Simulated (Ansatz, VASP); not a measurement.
**One calculation of Nb, two programs**

```xyz
1
Lattice="-1.6554 1.6554 1.6554 1.6554 -1.6554 1.6554 1.6554 1.6554 -1.6554" Properties=species:S:1:pos:R:3 pbc="T T T"
Nb    0.0000    0.0000    0.0000
```

Alike in both runs: task single point; functional PBE; k mesh 22 × 22 × 22; occupations fermi-dirac, width 0.05 eV; no spin polarisation.

```csv
,VASP,Ansatz
version,VASP 6.6.1,Ansatz 0.2.0
potentials or method,"VASP PAW PBE potentials, release 64 (Nb_sv), cutoff 520 eV","all-electron LAPW, scalar-relativistic"
```

```tsv
	VASP	Ansatz	Ansatz less VASP
pressure (GPa)	-0.4	-0.1	+0.32
```

Ansatz ran all-electron here, and VASP with PAW potentials.
